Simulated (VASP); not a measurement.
Write the native input for VASP 6.6.1 that does the following.

```yaml
Task: single point
Functional: PBEsol
Potentials_or_basis: VASP PAW PBE potentials, release 64 (Ti_sv, O)
Cutoff: 520 eV
k_mesh: 12 × 12 × 12
Occupations: gaussian, width 0.1 eV
Spin: no spin polarisation
Dipole_correction: no
Further_INCAR_settings: ALGO = Normal; EDIFF = 1e-07; NBANDS = 36
```

The structure of TiO lies in POSCAR:

```
TiO
1.0
    4.9584649528      0.0000000000      0.0000000000
   -2.4792324764      4.2941566129      0.0000000000
    0.0000000000      0.0000000000      2.8359587733
Ti O
3 3
Direct
    0.6666666667      0.3333333333      0.5000000000
    0.3333333333      0.6666666667      0.5000000000
    0.0000000000      0.0000000000      0.0000000000
    0.6052924746      0.6052924746      0.0000000000
    0.3947075254      0.0000000000      0.0000000000
    0.0000000000      0.3947075254      0.0000000000
```

The input as run:

INCAR

```
ALGO = Normal ; EDIFF = 1E-7
ENCUT = 520 ; GGA = PS
ISIF = 2 ; ISMEAR = 0
LASPH = True ; LCHARG = True
LELF = True ; LREAL = False
LVHAR = True ; LWAVE = False
NBANDS = 36 ; NELM = 100
PREC = Accurate ; SIGMA = 0.1
```

KPOINTS

```
k-points
0
Gamma
  12 12 12
```

Potentials or basis: VASP PAW PBE potentials, release 64 (Ti_sv, O).

The run is started by

```console
$ cat potpaw_PBE.64/Ti_sv/POTCAR potpaw_PBE.64/O/POTCAR > POTCAR
$ mpirun -np 1 vasp_std > vasp.out
```

Results of the run:

The pressure is 0.8 GPa and the largest force is 0.011 eV/Å. The band gap on the k mesh is zero (bands 27 and 28 overlap by 1.55 eV).

Caveat: the PAW data sets were made with another functional, which shifts forces and pressure a little; semilocal functionals often make such compounds metallic where correlation or magnetic order opens a gap, which also shifts bond lengths.

Run time: 7.7 min on 1 thread of Intel Xeon 8259CL (shared host), peak memory 0.35 GiB.
